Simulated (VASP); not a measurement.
The system is Al.

```xyz
2
Lattice="2.8311 0.0000 0.0000 -1.4155 2.4518 0.0000 0.0000 0.0000 4.8991" Properties=species:S:1:pos:R:3 pbc="T T T"
Al    0.0000    1.6345    1.2248
Al    1.4155    0.8173    3.6743
```

This cell differs from its parent crystal: volume scaled by 1.02.

Base run:

| Item | Value |
| --- | --- |
| Program | VASP 6.6.1 |
| Functional | PBEsol |
| Potentials or basis | VASP PAW PBE potentials, release 64 (Al) |
| Cutoff | 520 eV |
| k mesh | 11 × 11 × 6 |
| Occupations | fermi-dirac, width 0.05 eV |
| Spin | no spin polarisation |

Its results: band gap on the k mesh zero (band 3 reaches 11.06 eV, above the bottom of band 4 at 4.72 eV); pressure -2.7 GPa.

Question: The run is repeated on the same cell with these changes: functional from PBEsol to r2SCAN. What comes out?

Answer: Band gap on the k mesh zero (band 3 reaches 11.33 eV, above the bottom of band 4 at 4.68 eV); pressure -4.5 GPa.

Caveats: the PAW data sets were made with another functional, which shifts forces and pressure a little.
